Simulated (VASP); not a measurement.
# Sb (R-3m) in VASP: vibrations by perturbation theory with PBE

Aim: the vibrations by perturbation theory of Sb with PBE.

All numbers are computed with VASP 6.6.1; they aren't measurements. Logs are shortened: lines on timing, memory, paths and dates and some standing lists are left out, and cuts for length are marked.

## Step 1: The cell of the first run

The structure is trigonal, space group R-3m (No. 166). The conventional cell has a = 4.371 Å, b = 4.371 Å, c = 11.537 Å, α = 90.00°, β = 90.00°, γ = 120.00°. Within 3.9 Å of Sb (site symmetry 3m) lie 6 Sb at 2.95 to 3.42 Å.

## Step 2: Vibrations by perturbation theory, PBE

Input file INCAR:

```
PREC = Accurate
ENCUT = 520
EDIFF = 1E-8
ISMEAR = -1
SIGMA = 0.15
LREAL = F
LASPH = T
NELM = 80
ALGO = Normal
ISIF = 2
LWAVE = F
LCHARG = F
GGA = PE
NBANDS = 12
IBRION = 8
NSW = 1
```

Input file KPOINTS:

```
regular mesh
0
Gamma
  12 12 12
```

Input file POSCAR:

```
Sb
1.0
    2.1853540281      1.2617147364      3.8456437833
   -2.1853540281      1.2617147364      3.8456437833
    0.0000000000     -2.5234294728      3.8456437833
Sb
2
Direct
    0.2330536759      0.2330536759      0.2330536759
    0.7669463241      0.7669463241      0.7669463241
```

Potentials or basis: VASP PAW PBE potentials, release 64 (Sb).

Launch:

```bash
> cat potpaw_PBE.64/Sb/POTCAR > POTCAR
> mpirun -np 1 vasp_std > vasp.out
```

OUTCAR:

```text
PREC = Accurate
   ENCUT = 520
   EDIFF = 1E-8
   ISMEAR = -1
   LREAL = F
   LASPH = T
   NELM = 80
   ISIF = 2
   GGA = PE
   IBRION = 8
   NSW = 1

 ion  position               nearest neighbor table
   1  0.233  0.233  0.233-   2 2.95   2 2.95   2 2.95   2 3.42   2 3.42   2 3.42
   2  0.767  0.767  0.767-   1 2.95   1 2.95   1 2.95   1 3.42   1 3.42   1 3.42

  LATTYP: Found a trigonal (rhomboedric) cell.
 ALAT       =     4.5996382915
 COS(alpha) =     0.5485327621

  Lattice vectors:

 A1 = (   2.1853540281,   1.2617147364,   3.8456437833)
 A2 = (  -2.1853540281,   1.2617147364,   3.8456437833)
 A3 = (   0.0000000000,  -2.5234294728,   3.8456437833)

Analysis of symmetry for initial positions (statically):
=====================================================================
 Subroutine PRICEL returns:
 Original cell was already a primitive cell.

 Routine SETGRP: Setting up the symmetry group for a
 trigonal (rhombohedral) supercell.

 Subroutine GETGRP returns: Found 12 space group operations
 (whereof 12 operations were pure point group operations)
 out of a pool of 12 trial point group operations.

The static configuration has the point symmetry D_3d.

Analysis of symmetry for dynamics (positions and initial velocities):
=====================================================================
 Subroutine PRICEL returns:
 Original cell was already a primitive cell.

 Routine SETGRP: Setting up the symmetry group for a
 trigonal (rhombohedral) supercell.

 Subroutine GETGRP returns: Found 12 space group operations
 (whereof 12 operations were pure point group operations)
 out of a pool of 12 trial point group operations.

The dynamic configuration has the point symmetry D_3d.

 Subroutine INISYM returns: Found 12 space group operations
 (whereof 12 operations are pure point group operations),
 and found     1 'primitive' translations

----------------------------------------------------------------------------------------

                                     Primitive cell

  volume of cell :      63.6214

  direct lattice vectors                    reciprocal lattice vectors
     2.185354028  1.261714736  3.845643783     0.228795881  0.132095363  0.086678162
    -2.185354028  1.261714736  3.845643783    -0.228795881  0.132095363  0.086678162
     0.000000000 -2.523429473  3.845643783     0.000000000 -0.264190727  0.086678162

  length of vectors
     4.599638291  4.599638291  4.599638291     0.278046478  0.278046478  0.278046478

  position of ions in fractional coordinates (direct lattice)
     0.233053676  0.233053676  0.233053676
     0.766946324  0.766946324  0.766946324

  ion indices of the primitive-cell ions
   primitive index   ion index
                 1           1
                 2           2

----------------------------------------------------------------------------------------

 KPOINTS: regular mesh

Automatic generation of k-mesh.
 Grid dimensions read from file:
 generate k-points for:   12   12   12

 Generating k-lattice:

  Cartesian coordinates                     Fractional coordinates (reciprocal lattice)
     0.019066323  0.011007947  0.007223180     0.083333333  0.000000000  0.000000000
    -0.019066323  0.011007947  0.007223180     0.000000000  0.083333333  0.000000000
     0.000000000 -0.022015894  0.007223180     0.000000000  0.000000000  0.083333333

  Length of vectors
     0.023170540  0.023170540  0.023170540

  Shift w.r.t. Gamma in fractional coordinates (k-lattice)
     0.000000000  0.000000000  0.000000000
[... 84 lines left out ...]
  volume of cell :       63.62
 maximum number of plane-waves:      1736
 NGX is ok and might be reduce to    36
   NGX = 17   NGY = 17   NGZ = 17

--------------------------------------- Ionic step        1  -------------------------------------------

 number of electron      10.0000000 magnetization

 Free energy of the ion-electron system (eV)
  ---------------------------------------------------
  ext. energy  EPLUGINS =         0.00000000
  ---------------------------------------------------
  free energy    TOTEN  =        -8.28610806 eV

  energy without entropy =       -8.25312313  energy(sigma->0) =       -8.26961559

 E-fermi :   6.6021     XC(G=0):  -9.3063

 val. band max:        6.5361138792   @ k =   0.4167   0.0833   0.0833
 cond. band min:       6.6176273216   @ k =   0.3333   0.1667   0.1667
 fundamental gap:      0.0815134424
 Fermi energy:         6.6020604583

 k-point     1 :       0.0000    0.0000    0.0000
  band No.  band energies     occupation
      1      -5.6908      2.00000
      2       1.5874      2.00000
      3       4.6739      1.99999
      4       4.9662      1.99996
      5       4.9662      1.99996
      6       8.6377      0.00000
      7       9.2419      0.00000
      8       9.2419      0.00000
      9      11.8255      0.00000
     10      11.8255      0.00000
     11      11.9324      0.00000
     12      13.3675      0.00000
[... 331 lines left out ...]
 k-point    24 :      -0.4167    0.1667    0.0000
  band No.  band energies     occupation
      1      -3.3252      2.00000
      2      -2.6118      2.00000
      3       3.1223      2.00000
      4       4.4751      2.00000
      5       5.0373      1.99994
      6       7.5802      0.00294
      7       7.8404      0.00052
      8       9.5979      0.00000
      9      13.1082      0.00000
     10      13.6738      0.00000
     11      14.2884      0.00000
     12      16.3824      0.00000

 [... further k-points ...]

------------------------ aborting loop because EDIFF is reached ----------------------------------------

  FORCE on cell =-STRESS in cart. coord.  units (eV):
  Direction    XX          YY          ZZ          XY          YZ          ZX
  --------------------------------------------------------------------------------------
  -------------------------------------------------------------------------------------
  Total        0.0221748      0.0221748      0.0041379      0.0000000      0.0000000      0.0000000
  in kB        0.5584290      0.5584290      0.1042057      0.0000000      0.0000000      0.0000000
  external PRESSURE =       0.4070213 kB  Pullay stress =       0.0000000 kB

 VOLUME and BASIS-vectors are now :
 -----------------------------------------------------------------------------
  energy-cutoff  :      520.00
  volume of cell :       63.62
      direct lattice vectors                 reciprocal lattice vectors
     2.185354028  1.261714736  3.845643783     0.228795881  0.132095363  0.086678162
    -2.185354028  1.261714736  3.845643783    -0.228795881  0.132095363  0.086678162
     0.000000000 -2.523429473  3.845643783     0.000000000 -0.264190727  0.086678162

 POSITION                                       TOTAL-FORCE (eV/Angst)
 -----------------------------------------------------------------------------------
      0.00000      0.00000      2.68872         0.000000     -0.000000      0.036024
      0.00000      0.00000      8.84821         0.000000      0.000000     -0.036024
 -----------------------------------------------------------------------------------
    total drift:                                0.000000     -0.000000      0.000000

  FREE ENERGIE OF THE ION-ELECTRON SYSTEM (eV)
  ---------------------------------------------------
  free  energy   TOTEN  =        -8.2861080573 eV

  energy  without entropy=       -8.2531231316  energy(sigma->0) =       -8.26961559

[... ionic steps 2 to 3 ...]

--------------------------------------- Ionic step        4  -------------------------------------------

------------------------ aborting loop because EDIFF is reached ----------------------------------------

[... ionic steps 5 to 5 ...]

--------------------------------------- Ionic step        6  -------------------------------------------

 Free energy of the ion-electron system (eV)
  ---------------------------------------------------
  ---------------------------------------------------
  free energy    TOTEN  =        -0.02517782 eV

  energy without entropy =       -0.02514847

------------------------ aborting loop because EDIFF is reached ----------------------------------------

 INTERNAL STRAIN TENSOR  FOR ION    1  DIRECTION 3   (eV/Angst):
 -----------------------------------------------------------------------------
    -4.44703  0.00000  0.00000
     0.00000 -4.44703 -0.00000
     0.00000  0.00000 -6.54737

 INTERNAL STRAIN TENSOR FOR ION    2 for displacements in x,y,z  (eV/Angst):
          X           Y           Z          XY          YZ          ZX
  --------------------------------------------------------------------------------
  x     0.00000     0.00000     0.00000    -1.84925     0.00000     4.56351
  y    -1.84925     1.84925    -0.00000     0.00000     4.72059    -0.00000
  z     4.44703     4.44703     6.54737     0.00000    -0.00000     0.00000

 SECOND DERIVATIVES (NOT SYMMETRIZED)
 ------------------------------------
               1X          1Y          1Z          2X          2Y          2Z
  1X    -2.299957   -0.000000   -0.000000    2.299957    0.000000    0.000000
  1Y     0.000000   -2.299957    0.000000    0.000000    2.299957    0.000000
  1Z     0.000000    0.000000   -4.485364    0.000000    0.000000    4.485364
  2X     2.299957    0.000000    0.000000   -2.299957   -0.000000   -0.000000
  2Y     0.000000    2.299957    0.000000    0.000000   -2.299957    0.000000
  2Z     0.000000    0.000000    4.485364    0.000000    0.000000   -4.485364

 Eigenvectors and eigenvalues of the dynamical matrix
 ----------------------------------------------------

   1 f  =    4.243557 THz    26.663057 2PiTHz  141.549836 cm-1    17.549935 meV
             X         Y         Z           dx          dy          dz
      0.000000  0.000000  2.688724    -0.000000    0.000000   -0.707107
      0.000000  0.000000  8.848207     0.000000    0.000000    0.707107
[... 21 lines left out ...]
   6 f  =    0.000000 THz     0.000000 2PiTHz    0.000000 cm-1     0.000000 meV
             X         Y         Z           dx          dy          dz
      0.000000  0.000000  2.688724     0.000000    0.000000    0.707107
      0.000000  0.000000  8.848207    -0.000000    0.000000    0.707107

--------------------------------------------------------------------------------------------------------

 ELASTIC MODULI CONTR FROM IONIC RELAXATION (kBar)
 Direction    XX          YY          ZZ          XY          YZ          ZX
 --------------------------------------------------------------------------------
 XX        -148.4758    -73.5887   -163.4730      0.0000     95.5826     -0.0000
 YY         -73.5887   -148.4758   -163.4730      0.0000    -95.5826     -0.0000
 ZZ        -163.4730   -163.4730   -240.6818     -0.0000      0.0000      0.0000
 XY           0.0000      0.0000     -0.0000    -37.4436     -0.0000     92.4021
 YZ          95.5826    -95.5826      0.0000     -0.0000   -243.9946      0.0000
 ZX          -0.0000     -0.0000      0.0000     92.4021      0.0000   -228.0270
 --------------------------------------------------------------------------------
```

Run time: 15 min. Hardware: 1 thread of Intel Xeon Platinum 8259CL at 2.50GHz (Skylake/Cascade Lake), shared host; peak memory 1.2 GiB.

Results:

```
Highest phonon frequency at Γ : 142 cm⁻¹
```

Phonon frequencies in cm⁻¹ (negative: imaginary):
```csv
q point,frequencies
"(0.000, 0.000, 0.000)",0 0 0 101 101 142
```

Caveat: spin-orbit coupling is left out, which moves the levels of the heavy elements.
